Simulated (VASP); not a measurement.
## LuMnIn: single point with LDA

LuMnIn:

```xyz
3
Lattice="4.5858 0.0000 0.0000 -2.2929 3.9714 0.0000 0.0000 0.0000 3.2773" Properties=species:S:1:pos:R:3 pbc="T T T"
Lu    0.0000    0.0000    0.0000
In    2.2929    1.3238    1.6386
Mn    0.0000    2.6476    1.6386
```

```yaml
Program: VASP 6.6.1
Task: single point
Functional: LDA
Potentials_or_basis: VASP PAW PBE potentials, release 64 (Lu, In_d, Mn_pv)
Cutoff: 520 eV
k_mesh: 7 × 7 × 8
Occupations: fermi-dirac, width 0.05 eV
Spin: collinear spin, ferromagnetic start
Starting_moments: "[0.0, 0.0, 4.0] μB"
Dipole_correction: no
Further_INCAR_settings: ALGO = Fast; EDIFF = 1e-06; NBANDS = 36
```

```yaml
Pressure: 0.0 GPa
Net_moment: 3.41 μB per cell
Site_moments: Lu -0.06; In -0.00; Mn +3.27 μB
Valence_electrons_inside_the_program's_atomic_spheres: Lu 23.25; In 11.72; Mn 11.60
```

Levels at points of the mesh, in eV from the Fermi level:
Spin up:
```tsv
k point	band 23	band 24	band 25	band 26	band 27	band 28	band 29	band 30	band 31	band 32
(0.00, 0.00, 0.00)	-2.61	-1.67	-1.67	-0.47	-0.47	0.20	3.01	4.66	4.66	4.74
(0.00, 0.00, 0.50)	-2.96	-2.44	-2.44	-0.71	1.62	1.62	3.04	3.04	3.65	3.65
```
Spin down:
```
           k point  band 22  band 23  band 24  band 25  band 26  band 27
(0.00, 0.00, 0.00)    -1.72    -1.04     0.52     0.71     0.71     0.98
(0.00, 0.00, 0.50)    -1.48    -1.48    -0.45    -0.45     1.98     2.61
```

It took 9.1 min on 1 thread of Intel Xeon 8259CL (shared host), peak memory 0.28 GiB.

Caveat: the PAW data sets were made with another functional, which shifts forces and pressure a little; spin-orbit coupling is left out, which moves the levels of the heavy elements.
